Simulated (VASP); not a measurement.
Here is a VASP 6.6.1 calculation.

POSCAR

```
Hf
1.0
    3.1925910532      0.0000000000      0.0000000000
   -1.5962955266      2.7648649559      0.0000000000
    0.0000000000      0.0000000000     10.2068481959
Hf
4
Direct
    0.0000000000      1.0000000000      0.0000000000
    0.0000000000      1.0000000000      0.5000000000
    0.3333333333      0.6666666667      0.2500000000
    0.6666666667      0.3333333333      0.7500000000
```

INCAR.step1

```
PREC = Accurate ; ENCUT = 520
ISMEAR = -1 ; SIGMA = 0.1
LREAL = F ; LASPH = T
NELM = 100 ; NBANDS = 28
GGA = PE ; ALGO = Normal
EDIFF = 1E-4 ; LWAVE = T
LCHARG = F
```

INCAR.step2

```
PREC = Accurate ; ENCUT = 520
EDIFF = 1E-6 ; ISMEAR = -1
SIGMA = 0.1 ; LREAL = F
LASPH = T ; NELM = 100
ALGO = Normal ; ISIF = 2
LWAVE = F ; LCHARG = F
METAGGA = R2SCAN ; LMIXTAU = T
NBANDS = 28 ; ISTART = 1
```

KPOINTS

```
regular mesh
0
Gamma
  15 15 4
```

Potentials or basis: VASP PAW PBE potentials, release 64 (Hf_pv).

Launch:

```sh
$ cat potpaw_PBE.64/Hf_pv/POTCAR > POTCAR
$ cp INCAR.step1 INCAR
$ mpirun -np 1 vasp_std > vasp.out
$ cp INCAR.step2 INCAR
$ mpirun -np 1 vasp_std > vasp.out
```

Problem. Estimate the pressure.

Solution. -0.6 GPa.

Problem. Predict the band gap on the k mesh.

Solution. Zero (bands 20 and 21 overlap by 1.86 eV).

Stress tensor (GPa, compression positive):
```
-0.57  0.00  0.00
 0.00 -0.57  0.00
 0.00  0.00 -0.64
```

Caveat: the PAW data sets were made with another functional, which shifts forces and pressure a little; spin-orbit coupling is left out, which moves the levels of the heavy elements.
